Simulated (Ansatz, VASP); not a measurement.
## Two plane-wave programs on Ru

```
Ru
1.0
     1.35126   -4.95720    0.00000
     1.35126    4.95720    0.00000
     0.00000    0.00000    4.18724
Ru
4
Direct
  0.83076 0.16924 0.75000
  0.56819 0.43181 0.75000
  0.43181 0.56819 0.25000
  0.16924 0.83076 0.25000
```

Change from the starting cell: the structure that the rattled cell fell into.

Alike in both runs: task single point; functional PBE; k mesh 6 × 6 × 4; occupations gaussian, width 0.1 eV; collinear spin.

|  | VASP | Ansatz |
| --- | --- | --- |
| version | VASP 6.6.1 | Ansatz 0.2.0 |
| potentials or method | VASP PAW PBE potentials, release 64 (Ru_pv), cutoff 520 eV | scalar-relativistic, plane waves, PAW |
| valence electrons in the cell | 56 | 64 |

|  | VASP | Ansatz | Ansatz less VASP |
| --- | --- | --- | --- |
| gap on the k mesh at the Fermi level (eV) | none | none | - |
| pressure (GPa) | 0.0 | 0.1 | +0.09 |
| traceless stress, the component that is largest in VASP (GPa) | -0.10 | -0.10 | +0.001 |
| rms of the force components (eV/Å) | 0.079 | 0.076 | -0.0031 |
| net moment per atom (μB) | 0.00 | 0.00 | 0.000 |

Atom by atom the forces differ by 0.006 eV/Å (rms over components). A gap of «none» marks a metal or a gap that the smearing closes. The functional is the same, so the differences come from potentials, cutoffs and numerics. VASP's potentials hold 56 valence electrons a cell and Ansatz's 64, so a difference there can come from the potentials and not from the codes. Ansatz's warnings: seeded moment not kept.

The k mesh is coarse, so the values compare programs but aren't converged.
